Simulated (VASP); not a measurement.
Here is a VASP 6.6.1 calculation.

INCAR

```
PREC = Accurate
ENCUT = 520
EDIFF = 1E-6
ISMEAR = 1
SIGMA = 0.1
LREAL = F
LASPH = T
NELM = 60
ALGO = Normal
ISIF = 2
LWAVE = F
LCHARG = F
NBANDS = 26
```

KPOINTS

```
Automatic mesh
0
Gamma
  6 6 6
```

The input POSCAR:

```
SbPd3
1.0
    4.0925300947      0.0000000000      0.0000000000
    0.0000000000      4.0925300947      0.0000000000
    0.0000000000      0.0000000000      4.0925300947
Sb Pd
1 3
Direct
    0.0000000000      0.0000000000      0.0000000000
    0.0000000000      0.5000000000      0.5000000000
    0.5000000000      0.0000000000      0.5000000000
    0.5000000000      0.5000000000      0.0000000000
```

Potentials or basis: VASP PAW LDA potentials, release 64 (Sb, Pd).

Run with:

```console
$ cat potpaw_LDA.64/Sb/POTCAR potpaw_LDA.64/Pd/POTCAR > POTCAR
$ mpirun -np 1 vasp_std > vasp.out
```

Predict the pressure.

-14.5 GPa.
